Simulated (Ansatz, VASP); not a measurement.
# Two plane-wave programs on Si2Mo

```xyz
9
Lattice="3.1901 0.0000 0.0000 0.0000 3.1901 0.0000 0.0000 0.0000 25.4015" Properties=species:S:1:pos:R:3 pbc="T T T"
Si    0.0000    0.0000    7.6046
Si    0.0000    0.0000   10.0975
Si    1.5950    1.5950   11.3971
Si    1.5950    1.5950   14.0044
Si    0.0000    0.0000   15.3040
Si    0.0000    0.0000   17.7969
Mo    1.5950    1.5950    8.8157
Mo    0.0000    0.0000   12.7007
Mo    1.5950    1.5950   16.5859
```

Alike in both runs: functional PBEsol; k mesh 11 × 11 × 1; occupations gaussian, width 0.1 eV; no spin polarisation.

Ansatz relaxed the structure, and its values are those at the end. VASP's run is a single point on that final structure, the one shown.

|  | VASP | Ansatz |
| --- | --- | --- |
| version | VASP 6.6.1 | Ansatz 0.2.0 |
| potentials or method | VASP PAW PBE potentials, release 64 (Si, Mo_sv), cutoff 520 eV | scalar-relativistic, plane waves, PAW |
| valence electrons in the cell | 66 | 66 |

VASP gave:

| Quantity | Value |
| --- | --- |
| gap on the k mesh at the Fermi level (eV) | none |
| rms of the force components (eV/Å) | 0.008 |
| work function, face that differs most (eV) | 4.48 |

Problem. Estimate Ansatz's values.

Solution. gap on the k mesh at the Fermi level (eV): none; rms of the force components (eV/Å): 0.002; work function, face that differs most (eV): 4.47.

VASP's potentials were made for PBE, not for PBEsol. A gap of «none» marks a metal or a gap that the smearing closes.
